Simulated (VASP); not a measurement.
# GaN (I-4m2) in VASP: further runs

The runs below take GaN through single point, with PBEsol.

Program: VASP 6.6.1. These are calculated values, not measurements. Logs are shortened: lines on timing, memory, paths and dates and some standing lists are left out, and cuts for length are marked.

**1. The cell of the first run**

It takes space group I-4m2 (No. 119, tetragonal). Conventional cell: a = 3.219 Å, b = 3.219 Å, c = 4.507 Å, α = 90.00°, β = 90.00°, γ = 90.00°. Ga (site symmetry -4m2) has 4 N at 1.96 Å within 2.6 Å. N (site symmetry -4m2) has 4 Ga at 1.96 Å within 2.6 Å.

**2. Single point, PBEsol**

INCAR reads:

```
PREC = Accurate
ENCUT = 600
EDIFF = 1E-6
ISMEAR = -1
SIGMA = 0.02
LREAL = F
LASPH = T
NELM = 120
ALGO = Normal
ISIF = 2
LWAVE = F
LCHARG = F
GGA = PS
NBANDS = 16
GGA_COMPAT = F
```

KPOINTS reads:

```
regular mesh
0
Gamma
  7 7 7
```

POSCAR reads:

```
GaN
1.0
    0.0000000000      2.2760356161      2.2535006100
    2.2760356161      0.0000000000      2.2535006100
    2.2760356161      2.2760356161      0.0000000000
Ga N
1 1
Direct
    0.0000000000      0.0000000000      0.0000000000
    0.7500000000      0.7500000000      0.7500000000
```

Potentials or basis: VASP PAW PBE potentials, release 64 (Ga_d, N).

Run with:

```console
> cat potpaw_PBE.64/Ga_d/POTCAR potpaw_PBE.64/N/POTCAR > POTCAR
> mpirun -np 1 vasp_std > vasp.out
```

OUTCAR:

```text
PREC = Accurate
   ENCUT = 600
   EDIFF = 1E-6
   ISMEAR = -1
   LREAL = F
   LASPH = T
   NELM = 120
   ISIF = 2
   GGA = PS

 ion  position               nearest neighbor table
   1  0.000  0.000  0.000-   2 1.96   2 1.96   2 1.96   2 1.96
   2  0.750  0.750  0.750-   1 1.96   1 1.96   1 1.96   1 1.96

  LATTYP: Found a body centered tetragonal cell.
 ALAT       =     3.2188004367
 C/A-ratio  =     1.4002114479

  Lattice vectors:

 A1 = (   0.0000000000,  -2.2760356161,  -2.2535006100)
 A2 = (   0.0000000000,   2.2760356161,  -2.2535006100)
 A3 = (   2.2760356161,   0.0000000000,   2.2535006100)

Analysis of symmetry for initial positions (statically):
=====================================================================
 Subroutine PRICEL returns:
 Original cell was already a primitive cell.

 Routine SETGRP: Setting up the symmetry group for a
 body centered tetragonal supercell.

 Subroutine GETGRP returns: Found  8 space group operations
 (whereof  8 operations were pure point group operations)
 out of a pool of 16 trial point group operations.

The static configuration has the point symmetry D_2d.

Analysis of symmetry for dynamics (positions and initial velocities):
=====================================================================
 Subroutine PRICEL returns:
 Original cell was already a primitive cell.

 Routine SETGRP: Setting up the symmetry group for a
 body centered tetragonal supercell.

 Subroutine GETGRP returns: Found  8 space group operations
 (whereof  8 operations were pure point group operations)
 out of a pool of 16 trial point group operations.

The dynamic configuration has the point symmetry D_2d.

 Subroutine INISYM returns: Found  8 space group operations
 (whereof  8 operations are pure point group operations),
 and found     1 'primitive' translations

----------------------------------------------------------------------------------------

                                     Primitive cell

  volume of cell :      23.3478

  direct lattice vectors                    reciprocal lattice vectors
     0.000000000  2.276035616  2.253500610    -0.219680218  0.219680218  0.221877020
     2.276035616  0.000000000  2.253500610     0.219680218 -0.219680218  0.221877020
     2.276035616  2.276035616  0.000000000     0.219680218  0.219680218 -0.221877020

  length of vectors
     3.202905419  3.202905419  3.218800437     0.381769837  0.381769837  0.381769837

  position of ions in fractional coordinates (direct lattice)
     0.000000000  0.000000000  0.000000000
     0.750000000  0.750000000  0.750000000

  ion indices of the primitive-cell ions
   primitive index   ion index
                 1           1
                 2           2

----------------------------------------------------------------------------------------

 KPOINTS: regular mesh

Automatic generation of k-mesh.
 Grid dimensions read from file:
 generate k-points for:    7    7    7

 Generating k-lattice:

  Cartesian coordinates                     Fractional coordinates (reciprocal lattice)
    -0.031382888  0.031382888  0.031696717     0.142857143  0.000000000  0.000000000
     0.031382888 -0.031382888  0.031696717     0.000000000  0.142857143  0.000000000
     0.031382888  0.031382888 -0.031696717     0.000000000  0.000000000  0.142857143

  Length of vectors
     0.054538548  0.054538548  0.054538548

  Shift w.r.t. Gamma in fractional coordinates (k-lattice)
     0.000000000  0.000000000  0.000000000

 Subroutine IBZKPT returns following result:
 ===========================================

 Found     40 irreducible k-points:

 Following reciprocal coordinates:
            Coordinates               Weight
  0.000000  0.000000  0.000000      1.000000
  0.142857  0.000000  0.000000      8.000000
  0.285714 -0.000000  0.000000      8.000000
  0.428571 -0.000000  0.000000      8.000000
  0.142857  0.142857  0.000000      2.000000
  0.285714  0.142857  0.000000      8.000000
[... 16 lines left out ...]
  0.428571  0.285714  0.142857      8.000000
 -0.428571  0.285714  0.142857     16.000000
 [... further k-points ...]
   k-points           NKPTS =     40   k-points in BZ     NKDIM =     40   number of bands    NBANDS=     16
   number of dos      NEDOS =    301   number of ions     NIONS =      2
   total plane-waves  NPLWV =  21952
   dimension x,y,z NGX =    28 NGY =   28 NGZ =   28
   dimension x,y,z NGXF=    56 NGYF=   56 NGZF=   56
   ions per type =               1   1
   NGX,Y,Z   is equivalent  to a cutoff of  14.53, 14.53, 14.46 a.u.
   NGXF,Y,Z  is equivalent  to a cutoff of  29.07, 29.07, 28.92 a.u.
 SYSTEM =  unknown system
   PREC   = accura    normal or accurate (medium, high low for compatibility)
   ISTART =      0    job   : 0-new  1-cont  2-samecut
   ICHARG =      2    charge: 1-file 2-atom 10-const
   ISPIN  =      1    spin polarized calculation?
   LNONCOLLINEAR =      F non collinear calculations
   LSORBIT =      F    spin-orbit coupling
   LASPH  =      T    aspherical Exc in radial PAW
   ENCUT  =  600.0 eV  44.10 Ry    6.64 a.u.   6.40  6.40  6.43*2*pi/ulx,y,z
   NELM   =    120;   NELMIN=  2; NELMDL= -5     # of ELM steps
   EDIFF  = 0.1E-05   stopping-criterion for ELM
   LREAL  =      F    real-space projection
   EDIFFG = 0.1E-04   stopping-criterion for IOM
   NSW    =      0    number of steps for IOM
   IBRION =     -1    ionic relax: 0-MD 1-quasi-New 2-CG
   NFREE  =      0    steps in history (QN), initial steepest desc. (CG)
   ISIF   =      2    stress and relaxation
   ISYM   =      2    0-nonsym 1-usesym 2-fastsym
   POTIM  = 0.5000    time-step for ionic-motion
   TEBEG  =    0.0;   TEEND  =   0.0 temperature during run
   PSTRESS=    0.0 pullay stress
   NELECT =      18.0000    total number of electrons
   NUPDOWN=      -1.0000    fix difference up-down
   EMIN   =  10.00;   EMAX   =-10.00  energy-range for DOS
   EFERMI =   0.00;   METHOD = LEGACY
   ISMEAR =    -1;   SIGMA  =   0.02  broadening in eV -4-tet -1-fermi 0-gaus
   EFERMI_NEDOS =   21; number of points for ismear=-14 and -15
   IALGO  =     38    algorithm
   IMIX   =      4    mixing-type and parameters
     AMIX     =   0.40;   BMIX     =  1.00
     AMIX_MAG =   1.60;   BMIX_MAG =  1.00
  volume/ion in A,a.u.               =      11.67        78.78
  Fermi-wavevector in a.u.,A,eV,Ry     =   1.501126  2.836716 30.659076  2.253378
  Thomas-Fermi vector in A             =   2.612537
   LORBIT       =      0    0 simple, 1 ext, 2 COOP (PROOUT), +10 PAW based schemes
   GGA     = PS    functional components
   LHFCALC =     F    Hartree Fock is set to
   AEXX    =    0.0000 exact exchange contribution
   IVDW    =     0    specifies the selected vdW correction
   LEPSILON=     F    determine dielectric tensor
   LRPA    =     F    only Hartree local field effects (RPA)
 non-spin polarized calculation
  energy-cutoff  :      600.00
  volume of cell :       23.35
 maximum number of plane-waves:       797
 NGX is ok and might be reduce to    28
   NGX = 13   NGY = 13   NGZ = 13

 number of electron      18.0000004 magnetization

 Free energy of the ion-electron system (eV)
  ---------------------------------------------------
  ext. energy  EPLUGINS =         0.00000000
  ---------------------------------------------------
  free energy    TOTEN  =       -13.11296154 eV

  energy without entropy =      -13.11296154  energy(sigma->0) =      -13.11296154

 E-fermi :   5.3373     XC(G=0): -11.7954

 val. band max:        4.9666284084   @ k =   0.0000   0.0000   0.0000
 cond. band min:       6.4911399825   @ k =   0.0000   0.0000   0.0000
 fundamental gap:      1.5245115742
 Fermi energy:         5.3373319701

 k-point     1 :       0.0000    0.0000    0.0000
  band No.  band energies     occupation
      1     -10.8267      2.00000
      2      -8.4557      2.00000
      3      -8.4557      2.00000
      4      -8.4454      2.00000
      5      -8.1474      2.00000
      6      -8.1470      2.00000
[... 8 lines left out ...]
     15      23.3689      0.00000
     16      23.3689      0.00000

 k-point     2 :       0.1429    0.0000    0.0000
  band No.  band energies     occupation
      1     -10.6154      2.00000
      2      -8.4307      2.00000
      3      -8.4243      2.00000
      4      -8.3642      2.00000
      5      -8.1491      2.00000
      6      -8.1485      2.00000
[... 8 lines left out ...]
     15      21.6670      0.00000
     16      21.9129      0.00000

 k-point     3 :       0.2857   -0.0000    0.0000
  band No.  band energies     occupation
      1     -10.1990      2.00000
      2      -8.3888      2.00000
      3      -8.3818      2.00000
      4      -8.1389      2.00000
      5      -8.1353      2.00000
      6      -7.9262      2.00000
[... 8 lines left out ...]
     15      21.7598      0.00000
     16      21.8148      0.00000

 k-point     4 :       0.4286   -0.0000    0.0000
  band No.  band energies     occupation
      1      -9.9746      2.00000
      2      -8.3734      2.00000
      3      -8.3661      2.00000
      4      -8.1108      2.00000
      5      -8.1049      2.00000
      6      -7.0899      2.00000
[... 8 lines left out ...]
     15      23.6699      0.00000
     16      23.6891      0.00000

 k-point     5 :       0.1429    0.1429    0.0000
  band No.  band energies     occupation
      1     -10.5444      2.00000
      2      -8.4063      2.00000
      3      -8.4063      2.00000
      4      -8.3662      2.00000
      5      -8.1579      2.00000
      6      -8.1330      2.00000
[... 8 lines left out ...]
     15      24.6427      0.00000
     16      24.8075      0.00000

 k-point     6 :       0.2857    0.1429    0.0000
  band No.  band energies     occupation
      1     -10.2050      2.00000
      2      -8.3742      2.00000
      3      -8.3562      2.00000
      4      -8.2318      2.00000
      5      -8.1166      2.00000
      6      -7.9706      2.00000
[... 8 lines left out ...]
     15      23.6387      0.00000
     16      24.0349      0.00000

 k-point     7 :       0.4286    0.1429    0.0000
  band No.  band energies     occupation
      1      -9.9548      2.00000
      2      -8.3606      2.00000
      3      -8.3327      2.00000
      4      -8.1806      2.00000
      5      -8.0967      2.00000
      6      -7.1949      2.00000
[... 8 lines left out ...]
     15      23.3258      0.00000
     16      24.8577      0.00000

 k-point     8 :      -0.4286    0.1429    0.0000
  band No.  band energies     occupation
      1      -9.9048      2.00000
      2      -8.3609      2.00000
      3      -8.3342      2.00000
      4      -8.1389      2.00000
      5      -8.1101      2.00000
      6      -6.7699      2.00000
[... 8 lines left out ...]
     15      23.5594      0.00000
     16      23.8310      0.00000

 k-point     9 :      -0.2857    0.1429    0.0000
  band No.  band energies     occupation
      1     -10.0223      2.00000
      2      -8.3622      2.00000
      3      -8.3527      2.00000
      4      -8.1528      2.00000
      5      -8.1419      2.00000
      6      -7.4881      2.00000
[... 8 lines left out ...]
     15      21.6753      0.00000
     16      24.3522      0.00000
[... 172 lines left out ...]
 k-point    19 :       0.4286    0.0000    0.1429
  band No.  band energies     occupation
      1      -9.9572      2.00000
      2      -8.3642      2.00000
      3      -8.3277      2.00000
      4      -8.1752      2.00000
      5      -8.1008      2.00000
      6      -7.2092      2.00000
[... 8 lines left out ...]
     15      23.2552      0.00000
     16      24.8731      0.00000

 k-point    20 :      -0.4286    0.0000    0.1429
  band No.  band energies     occupation
      1      -9.9052      2.00000
      2      -8.3654      2.00000
      3      -8.3295      2.00000
      4      -8.1348      2.00000
      5      -8.1139      2.00000
      6      -6.7697      2.00000
[... 8 lines left out ...]
     15      23.5525      0.00000
     16      23.7741      0.00000

 k-point    21 :      -0.2857    0.0000    0.1429
  band No.  band energies     occupation
      1     -10.0207      2.00000
      2      -8.3677      2.00000
      3      -8.3480      2.00000
      4      -8.1563      2.00000
      5      -8.1399      2.00000
      6      -7.4777      2.00000
[... 8 lines left out ...]
     15      21.7323      0.00000
     16      24.2316      0.00000

 k-point    22 :      -0.1429    0.0000    0.1429
  band No.  band energies     occupation
      1     -10.3372      2.00000
      2      -8.3954      2.00000
      3      -8.3914      2.00000
      4      -8.2086      2.00000
      5      -8.1658      2.00000
      6      -8.0784      2.00000
[... 8 lines left out ...]
     15      21.2193      0.00000
     16      24.0640      0.00000

 k-point    23 :       0.4286    0.2857    0.1429
  band No.  band energies     occupation
      1      -9.9734      2.00000
      2      -8.3382      2.00000
      3      -8.3178      2.00000
      4      -8.2233      2.00000
      5      -8.1115      2.00000
      6      -7.4291      2.00000
[... 8 lines left out ...]
     15      24.2568      0.00000
     16      26.4265      0.00000

 k-point    24 :      -0.4286    0.2857    0.1429
  band No.  band energies     occupation
      1      -9.8528      2.00000
      2      -8.3440      2.00000
      3      -8.2873      2.00000
      4      -8.1834      2.00000
      5      -8.1143      2.00000
      6      -6.6548      2.00000
[... 8 lines left out ...]
     15      23.6436      0.00000
     16      26.3751      0.00000

 [... further k-points ...]
[... 5 lines left out ...]
  --------------------------------------------------------------------------------------
  -------------------------------------------------------------------------------------
  Total       -0.7837196     -0.7837196     -0.6043025      0.0000000      0.0000000      0.0000000
  in kB      -53.7805801    -53.7805801    -41.4685814      0.0000000      0.0000000      0.0000000
  external PRESSURE =     -49.6765805 kB  Pullay stress =       0.0000000 kB

 VOLUME and BASIS-vectors are now :
 -----------------------------------------------------------------------------
  energy-cutoff  :      600.00
  volume of cell :       23.35
      direct lattice vectors                 reciprocal lattice vectors
     0.000000000  2.276035616  2.253500610    -0.219680218  0.219680218  0.221877020
     2.276035616  0.000000000  2.253500610     0.219680218 -0.219680218  0.221877020
     2.276035616  2.276035616  0.000000000     0.219680218  0.219680218 -0.221877020

 POSITION                                       TOTAL-FORCE (eV/Angst)
 -----------------------------------------------------------------------------------
      0.00000      0.00000      0.00000         0.000000      0.000000      0.000000
      3.41405      3.41405      3.38025        -0.000000     -0.000000      0.000000
 -----------------------------------------------------------------------------------
    total drift:                               -0.000000     -0.000000      0.000000

  FREE ENERGIE OF THE ION-ELECTRON SYSTEM (eV)
  ---------------------------------------------------
  free  energy   TOTEN  =       -13.1129615385 eV

  energy  without entropy=      -13.1129615384  energy(sigma->0) =      -13.11296154
```

Wall time 18 s (1 thread of AMD EPYC 7R13 (Zen 3), shared host); peak memory 0.13 GiB.

Results:

| Item | Value |
| --- | --- |
| Free energy | -13.1130 eV |
| Pressure | -5.0 GPa |
| Band gap on the k mesh | 1.52 eV |

Levels at points of the mesh, in eV from the valence-band top:
| k point | band 7 | band 8 | band 9 | band 10 | band 11 | band 12 |
| --- | --- | --- | --- | --- | --- | --- |
| (0.00, 0.00, 0.00) | -0.05 | -0.05 | 0.00 | 1.52 | 10.03 | 10.06 |

Caveat: the cell stands under tension; the PAW data sets were made with another functional, which shifts forces and pressure a little.

[end of part 1 of 2]
